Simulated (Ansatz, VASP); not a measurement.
## PN2: VASP beside Ansatz

```
P N
1.0
     4.19442    0.00000    0.00000
     0.00000    4.19442    0.00000
     0.00000    0.00000    2.68460
P N
2 4
Direct
  0.00000 0.00000 0.00000
  0.50000 0.50000 0.50000
  0.30522 0.30522 0.00000
  0.69478 0.69478 0.00000
  0.80522 0.19478 0.50000
  0.19478 0.80522 0.50000
```

Alike in both runs: functional PBE; k mesh 10 × 10 × 14; occupations gaussian, width 0.1 eV; no spin polarisation.

Ansatz relaxed the structure, and its values are those at the end. VASP's run is a single point on that final structure, the one shown.

|  | VASP | Ansatz |
| --- | --- | --- |
| version | VASP 6.6.1 | Ansatz 0.2.0 |
| potentials or method | VASP PAW PBE potentials, release 64 (P, N), cutoff 520 eV | scalar-relativistic, plane waves, PAW |
| valence electrons in the cell | 30 | 30 |

|  | VASP | Ansatz | Ansatz less VASP |
| --- | --- | --- | --- |
| gap on the k mesh at the Fermi level (eV) | none | none | - |
| pressure (GPa) | -1.5 | 0.0 | +1.44 |
| rms of the force components (eV/Å) | 0.006 | 0.000 | -0.0054 |

A gap of «none» marks a metal or a gap that the smearing closes.
